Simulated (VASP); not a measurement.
## AlNi: single point with PBE

AlNi:

```
CELL_PARAMETERS angstrom
2.82338 0.00000 0.00000
0.00000 2.82338 0.00000
0.00000 0.00000 2.88100
ATOMIC_POSITIONS crystal
Al 0.00000 0.00000 0.00000
Ni 0.50000 0.50000 0.50000
```

```json
{
  "Program": "VASP 6.6.1",
  "Task": "single point",
  "Functional": "PBE",
  "Potentials or basis": "VASP PAW PBE potentials, release 64 (Al, Ni)",
  "Cutoff": "520 eV",
  "k mesh": "12 × 12 × 12",
  "Occupations": "fermi-dirac, width 0.15 eV",
  "Spin": "collinear spin, ferromagnetic start",
  "Starting moments": "[0.0, 1.0] μB",
  "Dipole correction": "no",
  "Further INCAR settings": "ALGO = Normal; EDIFF = 1e-07; NBANDS = 18"
}
```

| Property | Result |
| --- | --- |
| Pressure | 9.7 GPa |
| Net moment | 0.00 μB per cell |
| Valence electrons inside the program's atomic spheres | Al 0.82; Ni 9.54 |

Stress tensor (GPa, compression positive):
```
10.10  0.00  0.00
 0.00 10.10  0.00
 0.00  0.00  8.75
```

Levels at points of the mesh, in eV from the Fermi level:
Spin up:
```csv
k point,band 5,band 6,band 7,band 8,band 9,band 10
"(0.00, 0.00, 0.00)",-1.68,-1.63,5.16,5.90,5.90,8.13
"(0.50, 0.00, 0.00)",-2.37,-1.58,-0.65,8.29,9.76,10.46
"(0.50, 0.50, 0.00)",-2.29,-2.29,-1.08,1.65,2.76,12.37
"(0.00, 0.00, 0.50)",-2.37,-1.54,-0.81,8.31,10.38,10.38
"(0.50, 0.00, 0.50)",-2.21,-2.19,-1.12,1.46,2.57,12.88
"(0.50, 0.50, 0.50)",-1.05,1.91,1.96,1.96,4.03,4.52
```
Spin down:
| k point | band 4 | band 5 | band 6 | band 7 | band 8 | band 9 | band 10 | band 11 |
| --- | --- | --- | --- | --- | --- | --- | --- | --- |
| (0.00, 0.00, 0.00) | -1.68 | -1.68 | -1.63 | 5.16 | 5.90 | 5.90 | 8.13 | 8.31 |
| (0.50, 0.00, 0.00) | -2.48 | -2.37 | -1.58 | -0.65 | 8.29 | 9.76 | 10.46 | 10.93 |
| (0.50, 0.50, 0.00) | -2.93 | -2.29 | -2.29 | -1.08 | 1.65 | 2.76 | 12.37 | 15.14 |
| (0.00, 0.00, 0.50) | -2.37 | -2.37 | -1.54 | -0.81 | 8.31 | 10.38 | 10.38 | 11.33 |
| (0.50, 0.00, 0.50) | -3.02 | -2.21 | -2.19 | -1.12 | 1.46 | 2.57 | 12.88 | 15.47 |
| (0.50, 0.50, 0.50) | -1.10 | -1.05 | 1.92 | 1.96 | 1.96 | 4.03 | 4.52 | 4.52 |

Run time: 65 s on 1 thread of Intel(R) Xeon(R) 6975P-C (Granite Rapids) (shared host), peak memory 0.24 GiB.

Caveat: the cell stands under pressure.
